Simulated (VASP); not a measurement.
# Sb (I4_1/amd) in VASP: notebook

The runs below take Sb through relaxation of cell and atoms, with PBE.

All numbers are computed with VASP 6.6.1; they aren't measurements. Logs are shortened: lines on timing, memory, paths and dates and some standing lists are left out, and cuts for length are marked.

## (1) The cell of the first run

It takes space group I4_1/amd (No. 141, tetragonal). The conventional cell has a = 5.680 Å, b = 5.680 Å, c = 3.124 Å, α = 90.00°, β = 90.00°, γ = 90.00°. Within 3.9 Å of Sb (site symmetry -4m2) lie 10 Sb at 2.95 to 3.68 Å.

## (2) Relaxation of cell and atoms, PBE, target pressure 8.4 GPa, at which the enthalpy is minimised

File INCAR:

```
SYSTEM = Sb
PREC     = Accurate       ! precision mode
ENCUT    = 600            ! plane-wave cutoff, eV
EDIFF    = 1E-6           ! SCF threshold, eV
ISMEAR   = -1             ! smearing method
SIGMA    = 0.1            ! smearing width, eV
LREAL    = .False.        ! projectors in reciprocal space
LASPH    = .True.         ! aspherical terms in the spheres
NELM     = 100            ! most SCF steps
ALGO     = Normal         ! electronic algorithm
ISIF     = 3              ! what is computed and relaxed
LWAVE    = .False.        ! write WAVECAR
LCHARG   = .False.        ! write CHGCAR
GGA      = PE             ! functional
IBRION   = 2              ! ionic algorithm
NSW      = 60             ! ionic steps
EDIFFG   = -0.005         ! ionic threshold
PSTRESS  = 84.0
```

File KPOINTS:

```
Automatic mesh
0
Gamma
  14 14 14
  0 0 0
```

File POSCAR:

```
Sb
1.0
   -2.8397830432      2.8397830432      1.5618806738
    2.8397830432     -2.8397830432      1.5618806738
    2.8397830432      2.8397830432     -1.5618806738
Sb
2
Direct
   -0.3750000000     -0.1250000000     -0.2500000000
    0.3750000000      0.1250000000      0.2500000000
```

Potentials or basis: VASP PAW PBE potentials, release 64 (Sb).

Run with:

```bash
cat potpaw_PBE.64/Sb/POTCAR > POTCAR
mpirun -np 1 vasp_std > vasp.out
```

OUTCAR:

```text
SYSTEM = Sb
   PREC = Accurate
   ENCUT = 600
   EDIFF = 1E-6
   ISMEAR = -1
   LREAL = .False.
   LASPH = .True.
   NELM = 100
   ISIF = 3
   GGA = PE
   IBRION = 2
   NSW = 60
   EDIFFG = -0.005
   PSTRESS = 84.0

 ion  position               nearest neighbor table
   1  0.625  0.875  0.750-   2 2.95   2 2.95   2 2.95   2 2.95   2 3.68   2 3.68   2 3.68   2 3.68

   2  0.375  0.125  0.250-   1 2.95   1 2.95   1 2.95   1 2.95   1 3.68   1 3.68   1 3.68   1 3.68

  LATTYP: Found a body centered tetragonal cell.
 ALAT       =     5.6795660864
 C/A-ratio  =     0.5500000000

  Lattice vectors:

 A1 = (  -2.8397830432,   2.8397830432,   1.5618806738)
 A2 = (   2.8397830432,  -2.8397830432,   1.5618806738)
 A3 = (   2.8397830432,   2.8397830432,  -1.5618806738)

Analysis of symmetry for initial positions (statically):
=====================================================================
 Subroutine PRICEL returns:
 Original cell was already a primitive cell.

 Routine SETGRP: Setting up the symmetry group for a
 body centered tetragonal supercell.

 Subroutine GETGRP returns: Found 16 space group operations
 (whereof  4 operations were pure point group operations)
 out of a pool of 16 trial point group operations.

The static configuration has the point symmetry C_2h.
 The point group associated with its full space group is D_4h.

Analysis of symmetry for dynamics (positions and initial velocities):
=====================================================================
 Subroutine PRICEL returns:
 Original cell was already a primitive cell.

 Routine SETGRP: Setting up the symmetry group for a
 body centered tetragonal supercell.

 Subroutine GETGRP returns: Found 16 space group operations
 (whereof  4 operations were pure point group operations)
 out of a pool of 16 trial point group operations.

The dynamic configuration has the point symmetry C_2h.
 The point group associated with its full space group is D_4h.

 Subroutine INISYM returns: Found 16 space group operations
 (whereof  4 operations are pure point group operations),
 and found     1 'primitive' translations

----------------------------------------------------------------------------------------

                                     Primitive cell

  volume of cell :      50.3823

  direct lattice vectors                    reciprocal lattice vectors
    -2.839783043  2.839783043  1.561880674     0.000000000  0.176069789  0.320126888
     2.839783043 -2.839783043  1.561880674     0.176069789  0.000000000  0.320126888
     2.839783043  2.839783043 -1.561880674     0.176069789  0.176069789  0.000000000

  length of vectors
     4.309084207  4.309084207  4.309084207     0.365351605  0.365351605  0.249000283

  position of ions in fractional coordinates (direct lattice)
     0.625000000  0.875000000  0.750000000
     0.375000000  0.125000000  0.250000000

  ion indices of the primitive-cell ions
   primitive index   ion index
                 1           1
                 2           2

----------------------------------------------------------------------------------------

 KPOINTS: Automatic mesh

Automatic generation of k-mesh.
 Grid dimensions read from file:
 generate k-points for:   14   14   14

 Generating k-lattice:

  Cartesian coordinates                     Fractional coordinates (reciprocal lattice)
     0.000000000  0.012576413  0.022866206     0.071428571  0.000000000  0.000000000
     0.012576413  0.000000000  0.022866206     0.000000000  0.071428571  0.000000000
     0.012576413  0.012576413  0.000000000     0.000000000  0.000000000  0.071428571

  Length of vectors
     0.026096543  0.026096543  0.017785734

  Shift w.r.t. Gamma in fractional coordinates (k-lattice)
     0.000000000  0.000000000  0.000000000

 Subroutine IBZKPT returns following result:
 ===========================================

 Found    244 irreducible k-points:

 Following reciprocal coordinates:
            Coordinates               Weight
  0.000000  0.000000  0.000000      1.000000
  0.071429  0.000000 -0.000000      8.000000
  0.142857 -0.000000  0.000000      8.000000
  0.214286  0.000000  0.000000      8.000000
  0.285714  0.000000 -0.000000      8.000000
  0.357143 -0.000000  0.000000      8.000000
[... 16 lines left out ...]
  0.214286  0.142857  0.000000     16.000000
  0.285714  0.142857  0.000000     16.000000
 [... further k-points ...]
   k-points           NKPTS =    244   k-points in BZ     NKDIM =    244   number of bands    NBANDS=      9
   number of dos      NEDOS =    301   number of ions     NIONS =      2
   total plane-waves  NPLWV =  46656
   dimension x,y,z NGX =    36 NGY =   36 NGZ =   36
   dimension x,y,z NGXF=    72 NGYF=   72 NGZF=   72
   ions per type =               2
   NGX,Y,Z   is equivalent  to a cutoff of  13.89, 13.89, 13.89 a.u.
   NGXF,Y,Z  is equivalent  to a cutoff of  27.78, 27.78, 27.78 a.u.
 SYSTEM =  Sb
   PREC   = accura    normal or accurate (medium, high low for compatibility)
   ISTART =      0    job   : 0-new  1-cont  2-samecut
   ICHARG =      2    charge: 1-file 2-atom 10-const
   ISPIN  =      1    spin polarized calculation?
   LNONCOLLINEAR =      F non collinear calculations
   LSORBIT =      F    spin-orbit coupling
   LASPH  =      T    aspherical Exc in radial PAW
   ENCUT  =  600.0 eV  44.10 Ry    6.64 a.u.   8.61  8.61  8.61*2*pi/ulx,y,z
   NELM   =    100;   NELMIN=  2; NELMDL= -5     # of ELM steps
   EDIFF  = 0.1E-05   stopping-criterion for ELM
   LREAL  =      F    real-space projection
   EDIFFG = -.5E-02   stopping-criterion for IOM
   NSW    =     60    number of steps for IOM
   IBRION =      2    ionic relax: 0-MD 1-quasi-New 2-CG
   NFREE  =      1    steps in history (QN), initial steepest desc. (CG)
   ISIF   =      3    stress and relaxation
   ISYM   =      2    0-nonsym 1-usesym 2-fastsym
   POTIM  = 0.5000    time-step for ionic-motion
   TEBEG  =    0.0;   TEEND  =   0.0 temperature during run
   PSTRESS=   84.0 pullay stress
   NELECT =      10.0000    total number of electrons
   NUPDOWN=      -1.0000    fix difference up-down
   EMIN   =  10.00;   EMAX   =-10.00  energy-range for DOS
   EFERMI =   0.00;   METHOD = LEGACY
   ISMEAR =    -1;   SIGMA  =   0.10  broadening in eV -4-tet -1-fermi 0-gaus
   EFERMI_NEDOS =   21; number of points for ismear=-14 and -15
   IALGO  =     38    algorithm
   IMIX   =      4    mixing-type and parameters
     AMIX     =   0.40;   BMIX     =  1.00
     AMIX_MAG =   1.60;   BMIX_MAG =  1.00
  volume/ion in A,a.u.               =      25.19       170.00
  Fermi-wavevector in a.u.,A,eV,Ry     =   0.954953  1.804600 12.407638  0.911936
  Thomas-Fermi vector in A             =   2.083747
   LORBIT       =      0    0 simple, 1 ext, 2 COOP (PROOUT), +10 PAW based schemes
   GGA     = PE    functional components
   LHFCALC =     F    Hartree Fock is set to
   AEXX    =    0.0000 exact exchange contribution
   IVDW    =     0    specifies the selected vdW correction
   LEPSILON=     F    determine dielectric tensor
   LRPA    =     F    only Hartree local field effects (RPA)
 conjugate gradient relaxation of ions
 non-spin polarized calculation
  energy-cutoff  :      600.00
  volume of cell :       50.38
 maximum number of plane-waves:      1700
   NGX = 17   NGY = 17   NGZ = 17

--------------------------------------- Ionic step        1  -------------------------------------------

 number of electron      10.0000000 magnetization

 Free energy of the ion-electron system (eV)
  ---------------------------------------------------
  ext. energy  EPLUGINS =         0.00000000
  ---------------------------------------------------
  free energy    TOTEN  =        -7.73681422 eV

  energy without entropy =       -7.70401069  energy(sigma->0) =       -7.72041246

------------------------ aborting loop because EDIFF is reached ----------------------------------------

  FORCE on cell =-STRESS in cart. coord.  units (eV):
  Direction    XX          YY          ZZ          XY          YZ          ZX
  --------------------------------------------------------------------------------------
  -------------------------------------------------------------------------------------
  Total        4.5346605      4.5346605      3.1549546      0.0000000      0.0000000      0.0000000
  in kB      144.2039612    144.2039612    100.3287787      0.0000000      0.0000000      0.0000000
  external PRESSURE =      45.5789004 kB  Pullay stress =      84.0000000 kB
[... 23 lines left out ...]
  enthalpy is  TOTEN    =        -5.0953370066 eV   P V=        2.6414772179

--------------------------------------- Ionic step        2  -------------------------------------------

 number of electron       9.9999999 magnetization

 E-fermi :   8.0994     XC(G=0):  -9.9792

 val. band max:        8.0939580161   @ k =  -0.2143   0.2857   0.0714
 cond. band min:       8.1063215501   @ k =  -0.4286   0.4286   0.0000
 fundamental gap:      0.0123635340
 Fermi energy:         8.0993752955

 k-point     1 :       0.0000    0.0000    0.0000
  band No.  band energies     occupation
      1      -4.7729      2.00000
      2       1.1456      2.00000
      3       4.4917      2.00000
      4       4.4917      2.00000
      5      10.1347      0.00000
      6      11.8158      0.00000
      7      11.8158      0.00000
      8      12.6077      0.00000
      9      12.7382      0.00000
[... 265 lines left out ...]
 k-point    24 :       0.2857    0.1429    0.0000
  band No.  band energies     occupation
      1      -1.8813      2.00000
      2       1.3296      2.00000
      3       3.8975      2.00000
      4       4.8452      2.00000
      5       6.1830      2.00000
      6       7.5924      1.98751
      7       9.6643      0.00000
      8      10.3409      0.00000
      9      13.1831      0.00000

 [... further k-points ...]
[... 5 lines left out ...]
  --------------------------------------------------------------------------------------
  -------------------------------------------------------------------------------------
  Total        1.4232758      1.4232758      0.9748224      0.0000000      0.0000000     -0.0000000
  in kB       40.8873910     40.8873910     28.0043720      0.0000000      0.0000000     -0.0000000
  external PRESSURE =     -47.4069487 kB  Pullay stress =      84.0000000 kB
[... 213 lines left out ...]
  enthalpy is  TOTEN    =        -5.1487365727 eV   P V=        2.7628196900

--------------------------------------- Ionic step        8  -------------------------------------------

 number of electron       9.9999999 magnetization

 Free energy of the ion-electron system (eV)
  ---------------------------------------------------
  ext. energy  EPLUGINS =         0.00000000
  ---------------------------------------------------
  free energy    TOTEN  =        -7.90805495 eV

  energy without entropy =       -7.87513116  energy(sigma->0) =       -7.89159305

 E-fermi :   8.8981     XC(G=0): -10.2322

 val. band max:        8.8939570869   @ k =  -0.2143   0.5000   0.0714
 cond. band min:       8.9019147986   @ k =   0.3571   0.2857   0.1429
 fundamental gap:      0.0079577118
 Fermi energy:         8.8981457067

 k-point     1 :       0.0000    0.0000    0.0000
  band No.  band energies     occupation
      1      -4.4780      2.00000
      2       1.8188      2.00000
      3       4.9665      2.00000
      4       4.9665      2.00000
      5      10.6578      0.00000
      6      12.6597      0.00000
      7      12.6597      0.00000
      8      13.9946      0.00000
      9      14.1572      0.00000
[... 265 lines left out ...]
 k-point    24 :       0.2857    0.1429    0.0000
  band No.  band energies     occupation
      1      -1.2725      2.00000
      2       2.2159      2.00000
      3       4.4593      2.00000
      4       5.3319      2.00000
      5       6.9153      2.00000
      6       8.4173      1.98381
      7      10.3767      0.00000
      8      11.1224      0.00000
      9      13.9582      0.00000

 [... further k-points ...]
[... 5 lines left out ...]
  --------------------------------------------------------------------------------------
  -------------------------------------------------------------------------------------
  Total        2.7619886      2.7619886      2.7539451     -0.0000000      0.0000000      0.0000000
  in kB       84.0820773     84.0820773     83.8372147     -0.0000000      0.0000000      0.0000000
  external PRESSURE =       0.0004564 kB  Pullay stress =      84.0000000 kB
[... 17 lines left out ...]
  FREE ENERGIE OF THE ION-ELECTRON SYSTEM (eV)
  ---------------------------------------------------
  free  energy   TOTEN  =        -7.9080549477 eV

  energy  without entropy=       -7.8751311613  energy(sigma->0) =       -7.89159305

  enthalpy is  TOTEN    =        -5.1487625175 eV   P V=        2.7592924302

 reached required accuracy - stopping structural energy minimisation
```

Run time: 3 min. Hardware: 1 thread of Intel Xeon 6975P-C (Granite Rapids), shared host; peak memory 0.3 GiB.

Results:

```yaml
Free_energy: -7.9081 eV
Relaxed_volume: 26.31 Å³/atom
Relaxed_cell: a = 4.419 Å, b = 4.419 Å, c = 4.419 Å, α = 96.90°, β = 96.90°, γ = 139.45°
Space_group_after_relaxing_to_0.05_Å: I4_1/amd (No. 141)
Energy_change_on_relaxing_the_enthalpy_is_what_falls: -85.6 meV/atom
Ionic_steps: 8
Pressure_after_relaxing: 8.4 GPa
Band_gap_on_the_k_mesh: zero (band 5 reaches 12.82 eV, above the bottom of band 6 at 6.40 eV)
```

The path:
| step | energy change (eV) | largest force (eV/Å) | pressure (GPa) | volume (Å³) |
| --- | --- | --- | --- | --- |
| 1 | 0.0000 | 0.0000 | 12.96 | 50.38 |
| 2 | -0.2839 | 0.0000 | 3.66 | 55.77 |
| 3 | -0.1793 | 0.0000 | 7.82 | 53.00 |
| 4 | -0.1754 | 0.0000 | 8.20 | 52.75 |
| 5 | -0.1676 | 0.0000 | 8.53 | 52.56 |
| 6 | -0.1683 | 0.0000 | 8.50 | 52.57 |
| 7 | -0.1747 | 0.0000 | 8.29 | 52.70 |
| 8 | -0.1712 | 0.0000 | 8.40 | 52.63 |

Final structure:
```
Sb
1.0
    -2.93110    2.93110    1.53147
     2.93110   -2.93110    1.53147
     2.93110    2.93110   -1.53147
Sb
2
Direct
  0.62500 0.87500 0.75000
  0.37500 0.12500 0.25000
```

Levels at points of the mesh, in eV from the Fermi level:
| k point | band 2 | band 3 | band 4 | band 5 | band 6 | band 7 | band 8 | band 9 |
| --- | --- | --- | --- | --- | --- | --- | --- | --- |
| (0.00, 0.00, 0.00) | -7.08 | -3.93 | -3.93 | 1.76 | 3.76 | 3.76 | 5.10 | 5.26 |
| (0.50, 0.00, 0.00) | -7.54 | -4.68 | -3.70 | -2.80 | 0.75 | 0.91 | 2.34 | 5.53 |
| (0.50, 0.50, 0.00) | -11.30 | -1.52 | -1.52 | -0.78 | -0.78 | 4.67 | 4.67 | 8.29 |
| (0.50, 0.50, 0.50) | -10.37 | -6.40 | -6.40 | 3.85 | 3.85 | 6.32 | 6.32 | 10.51 |

Caveat: the cell is relaxed towards a set pressure, so the enthalpy falls and the energy may rise; spin-orbit coupling is left out, which moves the levels of the heavy elements.

## (3) Relaxation of cell and atoms, PBE, target pressure 8.4 GPa, at which the enthalpy is minimised

This run uses another cell than the first one, of 26.31 Å³/atom, 1.044 times its volume.

File INCAR:

```
PREC     = Accurate       # precision mode
ENCUT    = 600            # plane-wave cutoff, eV
EDIFF    = 1E-7           # SCF threshold, eV
ISMEAR   = -1             # smearing method
SIGMA    = 0.1            # smearing width, eV
LREAL    = F              # projectors in reciprocal space
LASPH    = T              # aspherical terms in the spheres
NELM     = 60             # most SCF steps
ALGO     = Normal         # electronic algorithm
ISIF     = 3              # what is computed and relaxed
LWAVE    = F              # write WAVECAR
LCHARG   = F              # write CHGCAR
GGA      = PE             # functional
IBRION   = 2              # ionic algorithm
NSW      = 32             # ionic steps
EDIFFG   = -0.005         # ionic threshold
PSTRESS  = 84.0
```

File KPOINTS:

```
regular mesh
0
Gamma
  14 14 14
```

File POSCAR:

```
Sb
1.0
   -2.9310317962      2.9310317962      1.5313396011
    2.9310317962     -2.9310317962      1.5313396011
    2.9310317962      2.9310317962     -1.5313396011
Sb
2
Direct
   -0.3750000000     -0.1250000000     -0.2500000000
    0.3750000000      0.1250000000      0.2500000000
```

Potentials or basis: VASP PAW PBE potentials, release 64 (Sb).

Run with:

```bash
cat potpaw_PBE.64/Sb/POTCAR > POTCAR
mpirun -np 1 vasp_std > vasp.out
```

It took 46 s on 1 thread of Intel Xeon 6975P-C (Granite Rapids), shared host; peak memory 0.29 GiB.

Results (log left out):

```yaml
Free_energy: -7.9078 eV
Pressure_after_relaxing: 8.4 GPa
Band_gap_on_the_k_mesh: zero (band 5 reaches 12.82 eV, above the bottom of band 6 at 6.40 eV)
```

Final structure:
```
Sb
1.0
    -2.93103    2.93103    1.53134
     2.93103   -2.93103    1.53134
     2.93103    2.93103   -1.53134
Sb
2
Cartesian
  2.9310 1.4655 1.1485
  0.0000 1.4655 0.3828
```

Levels at points of the mesh, in eV from the Fermi level:
| k point | band 3 | band 4 | band 5 | band 6 | band 7 | band 8 |
| --- | --- | --- | --- | --- | --- | --- |
| (0.00, 0.00, 0.00) | -3.93 | -3.93 | 1.76 | 3.76 | 3.76 | 5.10 |
| (0.50, 0.00, 0.00) | -4.68 | -3.70 | -2.80 | 0.75 | 0.91 | 2.34 |
| (0.50, 0.50, 0.00) | -1.52 | -1.52 | -0.78 | -0.78 | 4.67 | 4.67 |
| (0.50, 0.50, 0.50) | -6.40 | -6.40 | 3.85 | 3.85 | 6.32 | 6.32 |

Caveat: the relaxation stopped at its first step, so nothing moved; the cell is relaxed towards a set pressure, so the enthalpy falls and the energy may rise; spin-orbit coupling is left out, which moves the levels of the heavy elements.
